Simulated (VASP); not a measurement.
Runs of VASP 6.6.1 on GaP. The structure is that of space group F-43m (No. 216), or close to it. The cells are those of the table. 

```tsv
level	cell	k mesh	gap on the mesh (eV)	pressure (GPa)
r2SCAN	a = 3.930 Å, angles 60.0°, 2 atoms	6 × 6 × 6	1.84	-4.5
PBE	a = 3.932 Å, angles 60.0°, 2 atoms	6 × 6 × 6	1.33	-2.2
r2SCAN	a = 3.892 Å, angles 60.0°, 2 atoms	6 × 6 × 6	1.94	-2.5
r2SCAN	a = 3.815 Å, angles 60.0°, 2 atoms	6 × 6 × 6	(a)	2.9
r2SCAN	a = 3.776 Å, angles 60.0°, 2 atoms	6 × 6 × 6	1.77	6.3
PBE	a = 3.814 Å, angles 60.0°, 2 atoms	6 × 6 × 6	1.58	5.4
r2SCAN	a = 3.854 Å, angles 60.0°, 2 atoms	6 × 6 × 6	(b)	0.0
PBE	a = 3.854 Å, angles 60.0°, 2 atoms	6 × 6 × 6	1.65	2.5
PBE	a = 3.970 Å, angles 60.0°, 2 atoms	6 × 6 × 6	1.11	-4.0
PBE	a = 3.893 Å, angles 60.0°, 2 atoms	6 × 6 × 6	1.57	0.0
PBE	a = 3.854 Å, angles 60.0°, 2 atoms	8 × 8 × 8	1.64	2.4
r2SCAN	a = 3.854 Å, angles 60.0°, 2 atoms	8 × 8 × 8	1.90	0.0
```

Alike in all rows: task single point; potentials or basis VASP PAW PBE potentials, release 64 (Ga_d, P); no spin polarisation; cutoff (eV) 520; smearing gaussian 0.01 eV.

Problem. Fill in the values left out.

Solution. (a) 1.85; (b) 1.91.

Caveats: the PAW data sets were made with another functional, which shifts forces and pressure a little (some runs).

A k mesh can miss the band edges, and the runs leave out spin-orbit coupling on Ga.
